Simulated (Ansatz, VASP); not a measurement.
**C: VASP beside Ansatz**

```
CELL_PARAMETERS angstrom
0.00000 1.65250 1.65250
1.65250 0.00000 1.65250
1.65250 1.65250 0.00000
ATOMIC_POSITIONS crystal
C 0.00000 0.00000 0.00000
C 0.25000 0.25000 0.25000
```

Alike in both runs: task single point; functional r2SCAN; k mesh 12 × 12 × 12; occupations gaussian, width 0.05 eV; no spin polarisation.

|  | VASP | Ansatz |
| --- | --- | --- |
| version | VASP 6.6.1 | Ansatz 0.2.0 |
| potentials or method | VASP PAW PBE potentials, release 64 (C), cutoff 520 eV | scalar-relativistic, plane waves, PAW |
| valence electrons in the cell | 8 | 8 |

|  | VASP | Ansatz | Ansatz less VASP |
| --- | --- | --- | --- |
| gap on the k mesh at the Fermi level (eV) | 4.92 | 4.96 | +0.043 |
| least direct gap on the mesh (eV) | 6.47 | 6.53 | +0.067 |

VASP's potentials were made for PBE, not for r2SCAN.
